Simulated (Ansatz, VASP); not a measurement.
# Two plane-wave programs on Mg5Se2

```
CELL_PARAMETERS angstrom
3.60000 0.00000 0.00000
-1.80000 3.11769 0.00000
0.00000 0.00000 12.03000
ATOMIC_POSITIONS crystal
Mg 0.00000 0.00000 0.00000
Mg 0.66667 0.33333 0.27000
Mg 0.33333 0.66667 0.73000
Mg 0.66667 0.33333 0.58000
Mg 0.33333 0.66667 0.42000
Se 0.66667 0.33333 0.86500
Se 0.33333 0.66667 0.13500
```

Alike in both runs: task relaxation of cell and atoms; functional PBE; k mesh 5 × 5 × 2; occupations gaussian, width 0.2 eV; no spin polarisation.

|  | VASP | Ansatz |
| --- | --- | --- |
| version | VASP 6.6.1 | Ansatz 0.2.0 |
| potentials or method | VASP PAW PBE potentials, release 64 (Mg, Se), cutoff 600 eV | scalar-relativistic, plane waves, PAW |
| valence electrons in the cell | 22 | 82 |

```tsv
	VASP	Ansatz	Ansatz less VASP
gap on the k mesh at the Fermi level, each at its own relaxed structure (eV)	none	none	-
relaxed volume (Å³/atom)	23.92	23.94	+0.022
relaxed cell length with the largest relative difference (Å)	13.651	13.630	-0.0212
```

A gap of «none» marks a metal or a gap that the smearing closes. VASP's potentials hold 22 valence electrons a cell and Ansatz's 82, so a difference there can come from the potentials and not from the codes.

The k mesh is coarse, so the values compare programs but aren't converged. Noted on VASP's run: the volume moved by over 15 % at a fixed basis, so the end points are rough.
